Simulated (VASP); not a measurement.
# Si14C13 (a cell with a defect) in VASP: relaxation of the atoms with PBE

Aim: the relaxation of the atoms of Si14C13 (a cell with a defect) with PBE.

All numbers are computed with VASP 6.6.1; they aren't measurements. Logs are shortened: lines on timing, memory, paths and dates and some standing lists are left out, and cuts for length are marked.

### 1 The cell of the first run

The cell holds a defect, 54 atoms: a = 9.245 Å, b = 9.245 Å, c = 9.245 Å, α = 60.00°, β = 60.00°, γ = 60.00°.

### 2 Relaxation of the atoms, PBE

INCAR

```
SYSTEM = Si14C13
PREC = Accurate
ENCUT = 520
EDIFF = 1E-7
ISMEAR = -1
SIGMA = 0.01
LREAL = Auto
LASPH = .True.
NELM = 60
ALGO = Normal
ISIF = 2
LWAVE = .False.
LCHARG = .False.
GGA = PE
IBRION = 2
NSW = 70
EDIFFG = -0.02
LUSENCCL = .False.
```

KPOINTS

```
Automatic mesh
0
Gamma
  3 3 3
  0 0 0
```

POSCAR

```
Si14C13
1.0
    0.0000000000      6.5370000000      6.5370000000
    6.5370000000      0.0000000000      6.5370000000
    6.5370000000      6.5370000000      0.0000000000
Si C
28 26
Direct
    0.0000000000      0.0000000000      0.0000000000
    0.0000000000      0.0000000000      0.3333333333
    0.0000000000      0.0000000000      0.6666666667
    0.0000000000      0.3333333333      0.0000000000
    0.0000000000      0.3333333333      0.3333333333
    0.0000000000      0.3333333333      0.6666666667
    0.0000000000      0.6666666667      0.0000000000
    0.0000000000      0.6666666667      0.3333333333
    0.0000000000      0.6666666667      0.6666666667
    0.3333333333      0.0000000000      0.0000000000
    0.3333333333      0.0000000000      0.3333333333
    0.3333333333      0.0000000000      0.6666666667
    0.3333333333      0.3333333333      0.0000000000
    0.3333333333      0.3333333333      0.3333333333
    0.3333333333      0.3333333333      0.6666666667
    0.3333333333      0.6666666667      0.0000000000
    0.3333333333      0.6666666667      0.3333333333
    0.3333333333      0.6666666667      0.6666666667
    0.6666666667      0.0000000000      0.0000000000
    0.6666666667      0.0000000000      0.3333333333
    0.6666666667      0.0000000000      0.6666666667
    0.6666666667      0.3333333333      0.0000000000
    0.6666666667      0.3333333333      0.3333333333
    0.6666666667      0.3333333333      0.6666666667
    0.6666666667      0.6666666667      0.0000000000
    0.6666666667      0.6666666667      0.3333333333
    0.6666666667      0.6666666667      0.6666666667
    0.0833333333      0.0833333333      0.0833333333
    0.0833333333      0.0833333333      0.4166666667
    0.0833333333      0.0833333333      0.7500000000
    0.0833333333      0.4166666667      0.0833333333
    0.0833333333      0.4166666667      0.4166666667
    0.0833333333      0.4166666667      0.7500000000
    0.0833333333      0.7500000000      0.0833333333
    0.0833333333      0.7500000000      0.4166666667
    0.0833333333      0.7500000000      0.7500000000
    0.4166666667      0.0833333333      0.0833333333
    0.4166666667      0.0833333333      0.4166666667
    0.4166666667      0.0833333333      0.7500000000
    0.4166666667      0.4166666667      0.0833333333
    0.4166666667      0.4166666667      0.4166666667
    0.4166666667      0.4166666667      0.7500000000
    0.4166666667      0.7500000000      0.0833333333
    0.4166666667      0.7500000000      0.4166666667
    0.4166666667      0.7500000000      0.7500000000
    0.7500000000      0.0833333333      0.0833333333
    0.7500000000      0.0833333333      0.4166666667
    0.7500000000      0.0833333333      0.7500000000
    0.7500000000      0.4166666667      0.0833333333
    0.7500000000      0.4166666667      0.4166666667
    0.7500000000      0.4166666667      0.7500000000
    0.7500000000      0.7500000000      0.0833333333
    0.7500000000      0.7500000000      0.4166666667
    0.7500000000      0.7500000000      0.7500000000
```

Potentials or basis: VASP PAW PBE potentials, release 64 (Si, C).

Launch:

```bash
$ cat potpaw_PBE.64/Si/POTCAR potpaw_PBE.64/C/POTCAR > POTCAR
$ mpirun -np 1 vasp_std > vasp.out
```

OUTCAR:

```text
SYSTEM = Si14C13
   PREC = Accurate
   ENCUT = 520
   EDIFF = 1E-7
   ISMEAR = -1
   LREAL = Auto
   LASPH = .True.
   NELM = 60
   ISIF = 2
   GGA = PE
   IBRION = 2
   NSW = 70
   EDIFFG = -0.02

 ion  position               nearest neighbor table
   1  0.000  0.000  0.000-  28 1.89  30 1.89  34 1.89  46 1.89   7 3.08   8 3.08  10 3.08  12 3.08
                            16 3.08  19 3.08  20 3.08  22 3.08   2 3.08   3 3.08   4 3.08   6 3.08
   2  0.000  0.000  0.333-  28 1.89  29 1.89  35 1.89  47 1.89  10 3.08  11 3.08  17 3.08  20 3.08
                            23 3.08   1 3.08   4 3.08   5 3.08   8 3.08  21 3.08   9 3.08   3 3.08
   3  0.000  0.000  0.667-  30 1.89  29 1.89  36 1.89  48 1.89  12 3.08  18 3.08  19 3.08  21 3.08
                            24 3.08   1 3.08   6 3.08   7 3.08   9 3.08  11 3.08   5 3.08   2 3.08
   4  0.000  0.333  0.000-  28 1.89  31 1.89  33 1.89  49 1.89  10 3.08  13 3.08  15 3.08  22 3.08
                            23 3.08   1 3.08   2 3.08   5 3.08   6 3.08   9 3.08  25 3.08   7 3.08
   5  0.000  0.333  0.333-  29 1.89  31 1.89  50 1.89  32 1.89  14 3.08  23 3.08   2 3.08   4 3.08
                            11 3.08  13 3.08   3 3.08   7 3.08  24 3.08  26 3.08   6 3.08   8 3.08
   6  0.000  0.333  0.667-  30 1.89  32 1.89  33 1.89  51 1.89  15 3.08  22 3.08  24 3.08   1 3.08
                             3 3.08   4 3.08  12 3.08  14 3.08  27 3.08   8 3.08   9 3.08   5 3.08
   7  0.000  0.667  0.000-  34 1.89  31 1.89  36 1.89  52 1.89  16 3.08  18 3.08  19 3.08  25 3.08
                            26 3.08   1 3.08   3 3.08   8 3.08   9 3.08  13 3.08   5 3.08   4 3.08
   8  0.000  0.667  0.333-  32 1.89  34 1.89  35 1.89  53 1.89  17 3.08  20 3.08  26 3.08   1 3.08
                             2 3.08   7 3.08  16 3.08  14 3.08  27 3.08   5 3.08   9 3.08   6 3.08
   9  0.000  0.667  0.667-  36 1.89  35 1.89  33 1.89  54 1.89  25 3.08  27 3.08   3 3.08   7 3.08
[... 62 lines left out ...]
  53  0.750  0.750  0.417-   8 1.89  20 1.89  26 1.89  27 1.89
  54  0.750  0.750  0.750-  27 1.89  21 1.89  25 1.89   9 1.89

  LATTYP: Found a face centered cubic cell.
 ALAT       =    13.0740000000

  Lattice vectors:

 A1 = (   0.0000000000,   6.5370000000,   6.5370000000)
 A2 = (   6.5370000000,   0.0000000000,   6.5370000000)
 A3 = (   6.5370000000,   6.5370000000,   0.0000000000)

Analysis of symmetry for initial positions (statically):
=====================================================================
 Subroutine PRICEL returns:
 Original cell was already a primitive cell.

 Routine SETGRP: Setting up the symmetry group for a
 face centered cubic supercell.

 Subroutine GETGRP returns: Found 24 space group operations
 (whereof  6 operations were pure point group operations)
 out of a pool of 48 trial point group operations.

The static configuration has the point symmetry C_3v.
 The point group associated with its full space group is T_d .

Analysis of symmetry for dynamics (positions and initial velocities):
=====================================================================
 Subroutine PRICEL returns:
 Original cell was already a primitive cell.

 Routine SETGRP: Setting up the symmetry group for a
 face centered cubic supercell.

 Subroutine GETGRP returns: Found 24 space group operations
 (whereof  6 operations were pure point group operations)
 out of a pool of 48 trial point group operations.

The dynamic configuration has the point symmetry C_3v.
 The point group associated with its full space group is T_d .

 Subroutine INISYM returns: Found 24 space group operations
 (whereof  6 operations are pure point group operations),
 and found     1 'primitive' translations

----------------------------------------------------------------------------------------

                                     Primitive cell

  volume of cell :     558.6830

  direct lattice vectors                    reciprocal lattice vectors
     0.000000000  6.537000000  6.537000000    -0.076487685  0.076487685  0.076487685
     6.537000000  0.000000000  6.537000000     0.076487685 -0.076487685  0.076487685
     6.537000000  6.537000000  0.000000000     0.076487685  0.076487685 -0.076487685

  length of vectors
     9.244714057  9.244714057  9.244714057     0.132480557  0.132480557  0.132480557

  position of ions in fractional coordinates (direct lattice)
     0.000000000  0.000000000  0.000000000
     0.000000000  0.000000000  0.333333333
     0.000000000  0.000000000  0.666666667
     0.000000000  0.333333333  0.000000000
[... 119 lines left out ...]
    -0.025495895  0.025495895  0.025495895     0.333333333  0.000000000  0.000000000
     0.025495895 -0.025495895  0.025495895     0.000000000  0.333333333  0.000000000
     0.025495895  0.025495895 -0.025495895     0.000000000  0.000000000  0.333333333

  Length of vectors
     0.044160186  0.044160186  0.044160186

  Shift w.r.t. Gamma in fractional coordinates (k-lattice)
     0.000000000  0.000000000  0.000000000

 Subroutine IBZKPT returns following result:
 ===========================================

 Found      4 irreducible k-points:

 Following reciprocal coordinates:
            Coordinates               Weight
  0.000000  0.000000  0.000000      1.000000
  0.333333  0.000000  0.000000      8.000000
  0.333333  0.333333  0.000000      6.000000
 -0.333333  0.333333  0.000000     12.000000
   k-points           NKPTS =      4   k-points in BZ     NKDIM =      4   number of bands    NBANDS=    136
   number of dos      NEDOS =    301   number of ions     NIONS =     54
   total plane-waves  NPLWV = 343000
   dimension x,y,z NGX =    70 NGY =   70 NGZ =   70
   dimension x,y,z NGXF=   140 NGYF=  140 NGZF=  140
   ions per type =              28  26
   NGX,Y,Z   is equivalent  to a cutoff of  12.59, 12.59, 12.59 a.u.
   NGXF,Y,Z  is equivalent  to a cutoff of  25.18, 25.18, 25.18 a.u.
 SYSTEM =  Si14C13
   PREC   = accura    normal or accurate (medium, high low for compatibility)
   ISTART =      0    job   : 0-new  1-cont  2-samecut
   ICHARG =      2    charge: 1-file 2-atom 10-const
   ISPIN  =      1    spin polarized calculation?
   LNONCOLLINEAR =      F non collinear calculations
   LSORBIT =      F    spin-orbit coupling
   LASPH  =      T    aspherical Exc in radial PAW
   ENCUT  =  520.0 eV  38.22 Ry    6.18 a.u.  17.19 17.19 17.19*2*pi/ulx,y,z
   NELM   =     60;   NELMIN=  2; NELMDL= -5     # of ELM steps
   EDIFF  = 0.1E-06   stopping-criterion for ELM
   LREAL  =      T    real-space projection
   EDIFFG = -.2E-01   stopping-criterion for IOM
   NSW    =     70    number of steps for IOM
   IBRION =      2    ionic relax: 0-MD 1-quasi-New 2-CG
   NFREE  =      1    steps in history (QN), initial steepest desc. (CG)
   ISIF   =      2    stress and relaxation
   ISYM   =      2    0-nonsym 1-usesym 2-fastsym
   POTIM  = 0.5000    time-step for ionic-motion
   TEBEG  =    0.0;   TEEND  =   0.0 temperature during run
   PSTRESS=    0.0 pullay stress
   NELECT =     216.0000    total number of electrons
   NUPDOWN=      -1.0000    fix difference up-down
   EMIN   =  10.00;   EMAX   =-10.00  energy-range for DOS
   EFERMI =   0.00;   METHOD = LEGACY
   ISMEAR =    -1;   SIGMA  =   0.01  broadening in eV -4-tet -1-fermi 0-gaus
   EFERMI_NEDOS =   21; number of points for ismear=-14 and -15
   IALGO  =     38    algorithm
   IMIX   =      4    mixing-type and parameters
     AMIX     =   0.40;   BMIX     =  1.00
     AMIX_MAG =   1.60;   BMIX_MAG =  1.00
  volume/ion in A,a.u.               =      10.35        69.82
  Fermi-wavevector in a.u.,A,eV,Ry     =   1.192626  2.253736 19.352338  1.422357
  Thomas-Fermi vector in A             =   2.328660
   LORBIT       =      0    0 simple, 1 ext, 2 COOP (PROOUT), +10 PAW based schemes
   GGA     = PE    functional components
   LHFCALC =     F    Hartree Fock is set to
   AEXX    =    0.0000 exact exchange contribution
   IVDW    =     0    specifies the selected vdW correction
   LEPSILON=     F    determine dielectric tensor
   LRPA    =     F    only Hartree local field effects (RPA)
 conjugate gradient relaxation of ions
 non-spin polarized calculation
  energy-cutoff  :      520.00
  volume of cell :      558.68
 maximum number of plane-waves:     15070
 NGX is ok and might be reduce to    70
   NGX = 35   NGY = 35   NGZ = 35

--------------------------------------- Ionic step        1  -------------------------------------------

 number of electron     216.0000000 magnetization

 Free energy of the ion-electron system (eV)
  ---------------------------------------------------
  ext. energy  EPLUGINS =         0.00000000
  ---------------------------------------------------
  free energy    TOTEN  =      -393.56989805 eV

  energy without entropy =     -393.56989805  energy(sigma->0) =     -393.56989805

------------------------ aborting loop because EDIFF is reached ----------------------------------------

  FORCE on cell =-STRESS in cart. coord.  units (eV):
  Direction    XX          YY          ZZ          XY          YZ          ZX
  --------------------------------------------------------------------------------------
  -------------------------------------------------------------------------------------
  Total       41.9597367     41.9597367     41.9597367      0.0000000      0.0000000     -0.0000000
  in kB      120.3310999    120.3310999    120.3310999      0.0000000      0.0000000     -0.0000000
  external PRESSURE =     120.3310999 kB  Pullay stress =       0.0000000 kB
[... 691 lines left out ...]
--------------------------------------- Ionic step        9  -------------------------------------------

 number of electron     216.0000000 magnetization

 Free energy of the ion-electron system (eV)
  ---------------------------------------------------
  ext. energy  EPLUGINS =         0.00000000
  ---------------------------------------------------
  free energy    TOTEN  =      -398.18068484 eV

  energy without entropy =     -398.18068484  energy(sigma->0) =     -398.18068484

 E-fermi :   9.1925     XC(G=0): -11.3939

 val. band max:        8.9572292321   @ k =   0.0000   0.0000   0.0000
 cond. band min:       9.7273418313   @ k =   0.3333   0.3333   0.0000
 fundamental gap:      0.7701125992
 Fermi energy:         9.1924621413

 k-point     1 :       0.0000    0.0000    0.0000
  band No.  band energies     occupation
      1      -7.1965      2.00000
      2      -5.2539      2.00000
      3      -5.2539      2.00000
      4      -5.2539      2.00000
      5      -5.1601      2.00000
      6      -5.1082      2.00000
[... 481 lines left out ...]
    119      13.2364      0.00000
    120      13.2631      0.00000
 [bands above 120 left out]

------------------------ aborting loop because EDIFF is reached ----------------------------------------

  FORCE on cell =-STRESS in cart. coord.  units (eV):
  Direction    XX          YY          ZZ          XY          YZ          ZX
  --------------------------------------------------------------------------------------
  -------------------------------------------------------------------------------------
  Total       33.3095663     33.3095663     33.3095663      0.0000000      0.0000000      0.0000000
  in kB       95.5243542     95.5243542     95.5243542      0.0000000      0.0000000      0.0000000
  external PRESSURE =      95.5243542 kB  Pullay stress =       0.0000000 kB
[... 69 lines left out ...]
  FREE ENERGIE OF THE ION-ELECTRON SYSTEM (eV)
  ---------------------------------------------------
  free  energy   TOTEN  =      -398.1806848419 eV

  energy  without entropy=     -398.1806848419  energy(sigma->0) =     -398.18068484

 reached required accuracy - stopping structural energy minimisation
```

Wall time 4.6 min (1 × NVIDIA H100 80GB with 1 thread of AMD EPYC 7R13 (Zen 3), shared host); peak memory 1.6 GiB.

What came out:

| Quantity | Value |
| --- | --- |
| Free energy | -398.1807 eV |
| Energy gained by relaxing | 85.4 meV/atom |
| Ionic steps | 9 |
| Pressure after relaxing | 9.6 GPa |
| Largest force after relaxing | 0.014 eV/Å |
| Band gap on the k mesh | 0.77 eV |

Forces on the atoms (eV/Å):
```
Si  -0.001 -0.001 -0.001
Si   0.001  0.001 -0.001
Si   0.000  0.000 -0.005
Si   0.001 -0.001  0.001
Si  -0.003  0.003  0.003
Si  -0.003  0.003  0.003
Si   0.000 -0.005  0.000
Si  -0.003  0.003  0.003
Si   0.005  0.000  0.000
Si  -0.001  0.001  0.001
Si   0.003 -0.003  0.003
Si   0.003 -0.003  0.003
Si   0.003  0.003 -0.003
Si   0.000  0.000  0.000
Si  -0.003 -0.003 -0.003
Si   0.003  0.003 -0.003
Si  -0.003 -0.003 -0.003
Si   0.007 -0.007 -0.007
Si  -0.005  0.000  0.000
Si   0.003 -0.003  0.003
Si   0.000  0.005  0.000
Si   0.003  0.003 -0.003
Si  -0.003 -0.003 -0.003
Si  -0.007  0.007 -0.007
Si   0.000  0.000  0.005
Si  -0.007 -0.007  0.007
Si   0.007  0.007  0.007
Si   0.000  0.000  0.000
C   -0.001 -0.001 -0.009
C    0.001  0.001 -0.009
C   -0.001 -0.009 -0.001
C   -0.008  0.008  0.008
C    0.009  0.001 -0.001
C    0.001 -0.009  0.001
C    0.009 -0.001  0.001
C   -0.004  0.004  0.004
C   -0.009 -0.001 -0.001
C    0.008 -0.008  0.008
C    0.001  0.009 -0.001
C    0.008  0.008 -0.008
C   -0.008 -0.008 -0.008
C    0.000  0.000  0.008
C    0.001 -0.001  0.009
C    0.000  0.008  0.000
C   -0.008  0.000  0.000
C   -0.009  0.001  0.001
C   -0.001  0.009  0.001
C    0.004 -0.004  0.004
C   -0.001  0.001  0.009
C    0.008  0.000  0.000
C    0.000 -0.008  0.000
C    0.004  0.004 -0.004
C    0.000  0.000 -0.008
C   -0.004 -0.004 -0.004
```

The path:
```tsv
step	energy change (eV)	largest force (eV/Å)	pressure (GPa)
1	0.0000	10.4651	12.03
2	-0.9127	4.7657	8.96
3	-4.2715	1.2881	9.69
4	-4.5047	0.7189	9.64
5	-4.5865	0.2813	9.58
6	-4.6097	0.0727	9.55
7	-4.6101	0.0627	9.55
8	-4.6107	0.0303	9.55
9	-4.6108	0.0137	9.55
```

Final structure:
```cif
data_structure
_symmetry_space_group_name_H-M 'P 1'
_symmetry_Int_Tables_number 1
_cell_length_a 9.2447
_cell_length_b 9.2447
_cell_length_c 9.2447
_cell_angle_alpha 60.000
_cell_angle_beta 60.000
_cell_angle_gamma 60.000
_cell_volume 558.68
loop_
_atom_site_label
_atom_site_type_symbol
_atom_site_fract_x
_atom_site_fract_y
_atom_site_fract_z
_atom_site_occupancy
Si1 Si 0.98937 0.98937 0.98937 1
Si2 Si 0.98937 0.98937 0.36522 1
Si3 Si 0.00037 0.00037 0.66630 1
Si4 Si 0.98937 0.36522 0.98937 1
Si5 Si 0.99983 0.33357 0.33357 1
Si6 Si 0.99983 0.33357 0.66637 1
Si7 Si 0.00037 0.66630 0.00037 1
Si8 Si 0.99983 0.66637 0.33357 1
Si9 Si 0.00037 0.66630 0.66630 1
Si10 Si 0.36522 0.98937 0.98937 1
Si11 Si 0.33357 0.99983 0.33357 1
Si12 Si 0.33357 0.99983 0.66637 1
Si13 Si 0.33357 0.33357 0.99983 1
Si14 Si 0.33333 0.33333 0.33333 1
Si15 Si 0.33357 0.33357 0.66637 1
Si16 Si 0.33357 0.66637 0.99983 1
Si17 Si 0.33357 0.66637 0.33357 1
Si18 Si 0.33315 0.66673 0.66673 1
Si19 Si 0.66630 0.00037 0.00037 1
Si20 Si 0.66637 0.99983 0.33357 1
Si21 Si 0.66630 0.00037 0.66630 1
Si22 Si 0.66637 0.33357 0.99983 1
Si23 Si 0.66637 0.33357 0.33357 1
Si24 Si 0.66673 0.33315 0.66673 1
Si25 Si 0.66630 0.66630 0.00037 1
Si26 Si 0.66673 0.66673 0.33315 1
Si27 Si 0.66673 0.66673 0.66673 1
Si28 Si 0.08333 0.08333 0.08333 1
C1 C 0.08380 0.08380 0.42168 1
C2 C 0.08380 0.08380 0.74404 1
C3 C 0.08380 0.42168 0.08380 1
C4 C 0.08339 0.41665 0.41665 1
C5 C 0.08380 0.42168 0.74404 1
C6 C 0.08380 0.74404 0.08380 1
C7 C 0.08380 0.74404 0.42168 1
C8 C 0.08294 0.75013 0.75013 1
C9 C 0.42168 0.08380 0.08380 1
C10 C 0.41665 0.08339 0.41665 1
C11 C 0.42168 0.08380 0.74404 1
C12 C 0.41665 0.41665 0.08339 1
C13 C 0.41665 0.41665 0.41665 1
C14 C 0.41661 0.41661 0.75006 1
C15 C 0.42168 0.74404 0.08380 1
C16 C 0.41661 0.75006 0.41661 1
C17 C 0.41661 0.75006 0.75006 1
C18 C 0.74404 0.08380 0.08380 1
C19 C 0.74404 0.08380 0.42168 1
C20 C 0.75013 0.08294 0.75013 1
C21 C 0.74404 0.42168 0.08380 1
C22 C 0.75006 0.41661 0.41661 1
C23 C 0.75006 0.41661 0.75006 1
C24 C 0.75013 0.75013 0.08294 1
C25 C 0.75006 0.75006 0.41661 1
C26 C 0.75013 0.75013 0.75013 1
```
